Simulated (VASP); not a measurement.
# GeCN2: single point with PBE

The system is GeCN2.

```
CELL_PARAMETERS angstrom
1.79379 1.03565 4.92196
-1.79379 1.03565 4.92196
0.00000 -2.07129 4.92196
ATOMIC_POSITIONS crystal
Ge 0.00000 0.00000 0.00000
C 0.50000 0.50000 0.50000
N 0.41610 0.41610 0.41610
N 0.58390 0.58390 0.58390
```

```json
{
  "Program": "VASP 6.6.1",
  "Task": "single point",
  "Functional": "PBE",
  "Potentials or basis": "VASP PAW PBE potentials, release 64 (Ge_d, C, N)",
  "Cutoff": "520 eV",
  "k mesh": "6 × 6 × 6",
  "Occupations": "gaussian, width 0.01 eV",
  "Spin": "no spin polarisation",
  "Dipole correction": "no",
  "Further INCAR settings": "ALGO = Normal; EDIFF = 1e-07; NBANDS = 22"
}
```

The pressure is 0.2 GPa, the largest force is 0.072 eV/Å and the band gap on the k mesh is 1.04 eV, indirect (least direct gap 2.04 eV).

Forces in eV/Å, atoms in the order of the input:
```
Ge   0.000  0.000  0.000
C    0.000  0.000  0.000
N    0.000  0.000 -0.072
N    0.000  0.000  0.072
```

Stress tensor (GPa, compression positive):
```
0.02 0.00 0.00
0.00 0.02 0.00
0.00 0.00 0.47
```

Levels at points of the mesh, in eV from the valence-band top:
```csv
k point,band 11,band 12,band 13,band 14,band 15,band 16,band 17,band 18
"(0.00, 0.00, 0.00)",-5.21,-2.15,-1.91,-1.91,2.50,3.24,3.24,5.06
"(0.50, 0.00, 0.00)",-5.37,-3.88,-3.30,-3.22,2.84,5.03,5.20,5.54
"(0.50, 0.50, 0.00)",-5.83,-5.79,-1.77,-0.01,2.03,2.09,3.99,6.47
"(0.50, 0.50, 0.50)",-5.20,-2.00,-2.00,-1.14,1.04,4.77,4.77,4.97
```

It took 65 s on 1 thread of Intel(R) Xeon(R) Platinum 8259CL CPU @ 2.50GHz (Skylake/Cascade Lake), with other jobs on the host, peak memory 0.25 GiB.

A k mesh can miss the band edges. As with any semilocal functional, this PBE gap is likely too small.
